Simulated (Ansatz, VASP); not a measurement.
Two plane-wave programs on Ni

```
Ni
1.0
     0.00000    1.71145    1.71145
     1.71145    0.00000    1.71145
     1.71145    1.71145    0.00000
Ni
1
Direct
  0.00000 0.00000 0.00000
```

Alike in both runs: task single point; functional PBE; k mesh 25 × 25 × 25; occupations fermi-dirac, width 0.05 eV; collinear spin.

|  | VASP | Ansatz |
| --- | --- | --- |
| version | VASP 6.6.1 | Ansatz 0.2.0 |
| potentials or method | VASP PAW PBE potentials, release 64 (Ni), cutoff 520 eV | plane waves (420 eV) with PAW, scalar-relativistic |
| valence electrons in the cell | 10 | 18 |

Ansatz gave:

* pressure (GPa): 20.2
* net moment per atom (μB): 0.62
* size of the moment on the site where the two differ most (μB): 0.65

Task: Estimate VASP's values.

Result: Pressure (GPa): 19.8; net moment per atom (μB): 0.61; size of the moment on the site where the two differ most (μB): 0.61.

Site moments also hang on the region over which each program counts them. With one functional, cell and mesh, what is left measures potentials, basis and numerics. VASP's potentials hold 10 valence electrons a cell and Ansatz's 18, so a difference there can come from the potentials and not from the codes.
